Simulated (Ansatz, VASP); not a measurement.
## Ga: VASP beside Ansatz

```
Ga
1.0
     2.69075    0.00000   -0.00924
     0.00000    3.29287    0.00000
    -1.31431    0.00000    3.91563
Ga
2
Direct
  0.86486 0.25000 0.23338
  0.13514 0.75000 0.76662
```

Alike in both runs: functional LDA; k mesh 16 × 12 × 10; occupations gaussian, width 0.1 eV; no spin polarisation.

Ansatz relaxed the structure, and its values are those at the end. VASP's run is a single point on that final structure, the one shown.

```csv
,VASP,Ansatz
version,VASP 6.6.1,Ansatz 0.2.0
potentials or method,"VASP PAW LDA potentials, release 64 (Ga_d), cutoff 520 eV","scalar-relativistic, plane waves, PAW"
valence electrons in the cell,26,26
```

```tsv
	VASP	Ansatz	Ansatz less VASP
gap on the k mesh at the Fermi level (eV)	none	none	-
pressure (GPa)	0.2	0.0	-0.22
```

LDA's correlation is that of Perdew and Zunger in VASP and of Perdew and Wang (1992) in Ansatz. A gap of «none» marks a metal or a gap that the smearing closes.
